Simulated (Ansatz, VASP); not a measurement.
Two plane-wave programs on Ba2Ti3O8

```
Ti O Ba
1.0
     3.96987    0.00000    0.00000
     0.00000    3.96987    0.00000
     0.00000    0.00000   22.93974
Ti O Ba
3 8 2
Direct
  0.00000 0.00000 0.33224
  0.00000 0.00000 0.50000
  0.00000 0.00000 0.66776
  0.50000 0.00000 0.32775
  0.00000 0.50000 0.32775
  0.00000 0.00000 0.41323
  0.50000 0.00000 0.50000
  0.00000 0.50000 0.50000
  0.00000 0.00000 0.58677
  0.50000 0.00000 0.67225
  0.00000 0.50000 0.67225
  0.50000 0.50000 0.40983
  0.50000 0.50000 0.59017
```

Alike in both runs: functional PBEsol; k mesh 7 × 7 × 1; occupations gaussian, width 0.05 eV; no spin polarisation.

Ansatz relaxed the structure, and its values are those at the end. VASP's run is a single point on that final structure, the one shown.

|  | VASP | Ansatz |
| --- | --- | --- |
| version | VASP 6.6.1 | Ansatz 0.2.0 |
| potentials or method | VASP PAW PBE potentials, release 64 (Ti_sv, O, Ba_sv), cutoff 520 eV | scalar-relativistic, plane waves, PAW |
| valence electrons in the cell | 104 | 104 |

```csv
,VASP,Ansatz,Ansatz less VASP
gap on the k mesh at the Fermi level (eV),0.96,1.00,+0.043
least direct gap on the mesh (eV),1.52,1.55,+0.030
rms of the force components (eV/Å),0.045,0.003,-0.0418
```

VASP's potentials were made for PBE, not for PBEsol. Ansatz's warnings: xc potential rough in thin density.

Spin-orbit coupling is off throughout.
